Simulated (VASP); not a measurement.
# SrO (P-6m2) in VASP: elastic constants with PBEsol

Aim: the elastic constants of SrO with PBEsol.

All numbers are computed with VASP 6.6.1; they aren't measurements. Logs are shortened: lines on timing, memory, paths and dates and some standing lists are left out, and cuts for length are marked.

## (1) The cell of the first run

It takes space group P-6m2 (No. 187, hexagonal). The conventional cell has a = 3.478 Å, b = 3.478 Å, c = 3.158 Å, α = 90.00°, β = 90.00°, γ = 120.00°. Sr (site symmetry -6m2) has 6 O at 2.55 Å and 8 Sr at 3.16 to 3.48 Å within 3.5 Å. O (site symmetry -6m2) has 6 Sr at 2.55 Å and 8 O at 3.16 to 3.48 Å within 3.5 Å.

## (2) Elastic constants, PBEsol

INCAR

```
ALGO     = Normal         # electronic algorithm
EDIFF    = 1E-8           # SCF threshold, eV
ENCUT    = 600            # plane-wave cutoff, eV
GGA      = PS             # functional
IBRION   = 6              # ionic algorithm
ISIF     = 3              # what is computed and relaxed
ISMEAR   = 0              # smearing method
LASPH    = True           # aspherical terms in the spheres
LCHARG   = False          # write CHGCAR
LREAL    = False          # projectors in reciprocal space
LWAVE    = False          # write WAVECAR
NBANDS   = 15             # bands
NELM     = 60             # most SCF steps
NFREE    = 2            
NSW      = 1              # ionic steps
POTIM    = 0.015          # step
PREC     = Accurate       # precision mode
SIGMA    = 0.01           # smearing width, eV
```

KPOINTS

```
k-points
0
Gamma
  12 12 10
```

POSCAR

```
SrO
1.0
    3.4780402384      0.0000000000      0.0000000000
   -1.7390201192      3.0120712019      0.0000000000
    0.0000000000      0.0000000000      3.1580084576
Sr O
1 1
Direct
    0.0000000000      0.0000000000      0.0000000000
    0.6666666667      0.3333333333      0.5000000000
```

Potentials or basis: VASP PAW PBE potentials, release 64 (Sr_sv, O).

On the command line:

```sh
cat potpaw_PBE.64/Sr_sv/POTCAR potpaw_PBE.64/O/POTCAR > POTCAR
mpirun -np 1 vasp_std > vasp.out
```

OUTCAR:

```text
EDIFF = 1E-8
   ENCUT = 600
   GGA = PS
   IBRION = 6
   ISIF = 3
   ISMEAR = 0
   LASPH = True
   LREAL = False
   NELM = 60
   NFREE = 2
   NSW = 1
   POTIM = 0.015
   PREC = Accurate

 ion  position               nearest neighbor table
   1  0.000  0.000  0.000-   2 2.55   2 2.55   2 2.55   2 2.55   2 2.55   2 2.55
   2  0.667  0.333  0.500-   1 2.55   1 2.55   1 2.55   1 2.55   1 2.55   1 2.55

  LATTYP: Found a hexagonal cell.
 ALAT       =     3.4780402384
 C/A-ratio  =     0.9079850264

  Lattice vectors:

 A1 = (   3.4780402384,   0.0000000000,   0.0000000000)
 A2 = (  -1.7390201192,   3.0120712019,   0.0000000000)
 A3 = (   0.0000000000,   0.0000000000,   3.1580084576)

Analysis of symmetry for initial positions (statically):
=====================================================================
 Subroutine PRICEL returns:
 Original cell was already a primitive cell.

 Routine SETGRP: Setting up the symmetry group for a
 hexagonal supercell.

 Subroutine GETGRP returns: Found 12 space group operations
 (whereof 12 operations were pure point group operations)
 out of a pool of 24 trial point group operations.

The static configuration has the point symmetry D_3h.

Analysis of symmetry for dynamics (positions and initial velocities):
=====================================================================
 Subroutine PRICEL returns:
 Original cell was already a primitive cell.

 Routine SETGRP: Setting up the symmetry group for a
 hexagonal supercell.

 Subroutine GETGRP returns: Found 12 space group operations
 (whereof 12 operations were pure point group operations)
 out of a pool of 24 trial point group operations.

The dynamic configuration has the point symmetry D_3h.

 Subroutine INISYM returns: Found 12 space group operations
 (whereof 12 operations are pure point group operations),
[... 356 lines left out ...]
     10       6.0782      0.00000
     11       9.9396      0.00000
     12       9.9396      0.00000
     13      12.7598      0.00000
     14      12.7598      0.00000
[... 401 lines left out ...]
      2     -14.5969      2.00000
      3     -12.6468      2.00000
      4     -12.3404      2.00000
      5     -11.4842      2.00000
      6       0.1283      2.00000
      7       1.4850      2.00000
      8       1.5356      2.00000
      9       6.0503      0.00000
     10       8.5181      0.00000
     11       9.8863      0.00000
     12      11.2933      0.00000
     13      11.8092      0.00000
     14      12.4350      0.00000
     15      17.1212      0.00000

 [... further k-points ...]
[... 5 lines left out ...]
  --------------------------------------------------------------------------------------
  -------------------------------------------------------------------------------------
  Total        0.1233082      0.1233082      0.1533571      0.0000000      0.0000000      0.0000000
  in kB        5.9715839      5.9715839      7.4267934      0.0000000      0.0000000      0.0000000
  external PRESSURE =       6.4566537 kB  Pullay stress =       0.0000000 kB
[... 17 lines left out ...]
  FREE ENERGIE OF THE ION-ELECTRON SYSTEM (eV)
  ---------------------------------------------------
  free  energy   TOTEN  =       -12.2448410771 eV

  energy  without entropy=      -12.2448410771  energy(sigma->0) =      -12.24484108

 INTERNAL STRAIN TENSORS FROM STRAINED CELLS
 ============================================

 INTERNAL STRAIN TENSOR FOR ION    1 for displacements in x,y,z  (eV/Angst):
          X           Y           Z          XY          YZ          ZX
  --------------------------------------------------------------------------------
  x     0.00000    -0.00000     0.00000     1.32148     0.00000     0.00000
  y     1.32601    -1.32758     0.00000    -0.00001    -0.00022     0.00004
  z     0.00000     0.00000     0.00000     0.00000     0.00079     0.00000

 INTERNAL STRAIN TENSORS FROM DISPLACED ATOMS
 ============================================

 INTERNAL STRAIN TENSOR FOR ION    1 for displacements in x,y,z  (eV/Angst):
          X           Y           Z          XY          YZ          ZX
  --------------------------------------------------------------------------------
  x    -0.00000     0.00000     0.00000     1.31728     0.00000     0.00000
  y     1.31728    -1.31728     0.00000     0.00000     0.00000     0.00000
  z     0.00000     0.00000     0.00000     0.00000     0.00000     0.00000

 INTERNAL STRAIN TENSOR FOR ION    2 for displacements in x,y,z  (eV/Angst):
          X           Y           Z          XY          YZ          ZX
  --------------------------------------------------------------------------------
  x     0.00000     0.00000     0.00000    -1.32307     0.00000     0.00000
  y    -1.32307     1.32307     0.00000     0.00000     0.00000     0.00000
  z     0.00000     0.00000     0.00000     0.00000     0.00000     0.00000

 Eigenvectors and eigenvalues of the dynamical matrix
 ----------------------------------------------------

   1 f  =    7.672000 THz    48.204596 2PiTHz  255.910364 cm-1    31.728827 meV
             X         Y         Z           dx          dy          dz
      0.000000  0.000000  0.000000     0.000000    0.393062   -0.000000
      1.739020  1.004024  1.579004     0.000000   -0.919512    0.000000
[... 21 lines left out ...]
   6 f/i=    0.003664 THz     0.023024 2PiTHz    0.122231 cm-1     0.015155 meV
             X         Y         Z           dx          dy          dz
      0.000000  0.000000  0.000000     0.000000   -0.000000    0.919332
      1.739020  1.004024  1.579004     0.000000   -0.000000    0.393482

--------------------------------------------------------------------------------------------------------

 ELASTIC MODULI CONTR FROM IONIC RELAXATION (kBar)
 Direction    XX          YY          ZZ          XY          YZ          ZX
 --------------------------------------------------------------------------------
 XX         -25.8978     25.8978      0.0000      0.0000      0.0000      0.0000
 YY          25.8978    -25.8978      0.0000     -0.0000      0.0000      0.0000
 ZZ           0.0000      0.0000      0.0000      0.0000      0.0000      0.0000
 XY           0.0000     -0.0000      0.0000    -25.8978      0.0000      0.0000
 YZ           0.0000      0.0000      0.0000      0.0000      0.0000      0.0000
 ZX           0.0000      0.0000      0.0000      0.0000      0.0000      0.0000
 --------------------------------------------------------------------------------

 TOTAL ELASTIC MODULI (kBar)
 Direction    XX          YY          ZZ          XY          YZ          ZX
 --------------------------------------------------------------------------------
 XX        1613.0836    721.8966    187.0986      0.0000      0.0000      0.0000
 YY         721.8966   1613.0836    187.0986     -0.0000      0.0000     -0.0000
 ZZ         187.0986    187.0986   2716.5112      0.0000      0.0000      0.0000
 XY           0.0000     -0.0000      0.0000    445.5935      0.0000      0.0000
 YZ          -0.0000      0.0000      0.0000      0.0000    140.7569      0.0000
 ZX           0.0000      0.0000      0.0000      0.0000      0.0000    140.7569
 --------------------------------------------------------------------------------
```

OSZICAR:

```text
N       E                     dE             d eps       ncg     rms          rms(c)
DAV:   1     0.740454770788E+02    0.74045E+02   -0.93316E+03  3420   0.118E+03
DAV:   2    -0.107935810903E+02   -0.84839E+02   -0.78611E+02  4570   0.237E+02
[... 260 lines left out ...]
DAV:   4    -0.122448441179E+02   -0.22816E-05   -0.14964E-04  5749   0.946E-02    0.218E-02
DAV:   5    -0.122448417691E+02    0.23489E-05   -0.57523E-06  5779   0.232E-02    0.135E-02
DAV:   6    -0.122448409828E+02    0.78629E-06   -0.42212E-06  5525   0.223E-02    0.379E-03
DAV:   7    -0.122448410498E+02   -0.67021E-07   -0.74894E-07  5546   0.662E-03    0.163E-03
DAV:   8    -0.122448410778E+02   -0.27969E-07   -0.24674E-08  5966   0.161E-03    0.616E-04
DAV:   9    -0.122448410771E+02    0.62573E-09   -0.37248E-09  2535   0.578E-04
  21 F= -.12244841E+02 E0= -.12244841E+02  d E =-.151726-145
```

Run time: 36 min. Hardware: 1 thread of Intel Xeon Platinum 8259CL at 2.50GHz (Skylake/Cascade Lake), shared host; peak memory 0.55 GiB.

Results:

```
Voigt bulk modulus                                      : 90 GPa
Highest phonon frequency at Γ, LO-TO splitting left out : 256 cm⁻¹
```

Phonon frequencies in cm⁻¹ (negative: imaginary):
```csv
q point,frequencies
"(0.000, 0.000, 0.000)",0 0 0 212 256 256
```

Elastic tensor in Voigt notation (GPa, in the Cartesian axes of the cell as first typed):
```
161  72  19   0   0   0
 72 161  19   0   0   0
 19  19 272   0   0   0
  0   0   0  14   0   0
  0   0   0   0  14   0
  0   0   0   0   0  45
```

Clamped-ion elastic tensor (GPa):
```
164  70  19   0   0   0
 70 164  19   0   0   0
 19  19 272   0   0   0
  0   0   0  14   0   0
  0   0   0   0  14   0
  0   0   0   0   0  47
```

Caveat: the PAW data sets were made with another functional, which shifts forces and pressure a little.
